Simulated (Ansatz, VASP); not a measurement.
Ta in VASP and in Ansatz

```
Ta
1.0
     0.00000    3.11792    3.11792
     3.11792    0.00000    3.11792
     3.11792    3.11792    0.00000
Ta
2
Direct
  0.12500 0.12500 0.12500
  0.87500 0.87500 0.87500
```

Alike in both runs: task single point; functional PBEsol; k mesh 10 × 10 × 10; occupations fermi-dirac, width 0.1 eV; no spin polarisation.

|  | VASP | Ansatz |
| --- | --- | --- |
| version | VASP 6.6.1 | Ansatz 0.2.0 |
| potentials or method | VASP PAW PBE potentials, release 64 (Ta_pv), cutoff 520 eV | plane waves (420 eV) with PAW, scalar-relativistic |
| valence electrons in the cell | 22 | 26 |

```csv
,VASP,Ansatz,Ansatz less VASP
pressure (GPa),-7.0,-7.0,-0.02
```

VASP's potentials were made for PBE, not for PBEsol, and Ansatz warns of the same on its side. With one functional, cell and mesh, what is left measures potentials, basis and numerics. VASP's potentials hold 22 valence electrons a cell and Ansatz's 26, so a difference there can come from the potentials and not from the codes.

Spin-orbit coupling is off throughout.
